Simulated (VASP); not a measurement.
AlH3: single point with PBEsol

Crystal: AlH3.

```xyz
8
Lattice="4.7174 0.0000 0.0000 0.0000 4.7174 0.0000 0.0000 0.0000 3.4298" Properties=species:S:1:pos:R:3 pbc="T T T"
Al    2.3587    2.3587    0.0000
Al    0.0000    0.0000    0.0000
H     3.8295    1.4707    0.0000
H     3.2467    3.8295    0.0000
H     2.3587    2.3587    1.7149
H     0.8880    3.2467    0.0000
H     1.4707    0.8880    0.0000
H     0.0000    0.0000    1.7149
```

```
Program             : VASP 6.6.1
Task                : single point
Functional          : PBEsol
Potentials or basis : VASP PAW PBE potentials, release 64 (Al, H)
Cutoff              : 520 eV
k mesh              : 6 × 6 × 8
Occupations         : gaussian, width 0.02 eV
Spin                : no spin polarisation
```

```yaml
Pressure: -0.9 GPa
Largest_force: 0.038 eV/Å
Band_gap_on_the_k_mesh: 0.61 eV (least direct gap 1.28 eV)
```

Forces in eV/Å, atoms in the order of the input:
```
Al   0.000  0.000  0.000
Al   0.000  0.000  0.000
H    0.027  0.027  0.000
H   -0.027  0.027  0.000
H    0.000  0.000  0.000
H   -0.027 -0.027  0.000
H    0.027 -0.027  0.000
H    0.000  0.000  0.000
```

Stress tensor (GPa, compression positive):
```
-0.96  0.00  0.00
 0.00 -0.96  0.00
 0.00  0.00 -0.72
```

Levels at points of the mesh, in eV from the valence-band top:
```csv
k point,band 3,band 4,band 5,band 6,band 7,band 8,band 9,band 10
"(0.00, 0.00, 0.00)",-3.72,-3.72,-1.12,-0.64,4.50,4.91,5.11,5.11
"(0.50, 0.00, 0.00)",-2.62,-2.62,-1.61,-1.61,4.87,4.87,6.12,6.12
"(0.50, 0.50, 0.00)",-4.96,-4.96,0.00,0.00,6.50,6.50,7.05,7.05
"(0.00, 0.00, 0.50)",-3.15,-3.07,-3.07,-0.67,0.61,5.48,5.48,5.93
"(0.50, 0.00, 0.50)",-4.01,-4.01,-1.99,-1.99,3.30,3.30,5.60,5.60
"(0.50, 0.50, 0.50)",-4.20,-4.20,-3.89,-3.89,3.58,3.58,6.50,6.50
```

Wall time 38 s on 1 thread of Intel(R) Xeon(R) Platinum 8259CL CPU @ 2.50GHz (Skylake/Cascade Lake), with other jobs on the host, peak memory 0.2 GiB.

Caveat: the PAW data sets were made with another functional, which shifts forces and pressure a little. A k mesh can miss the band edges.
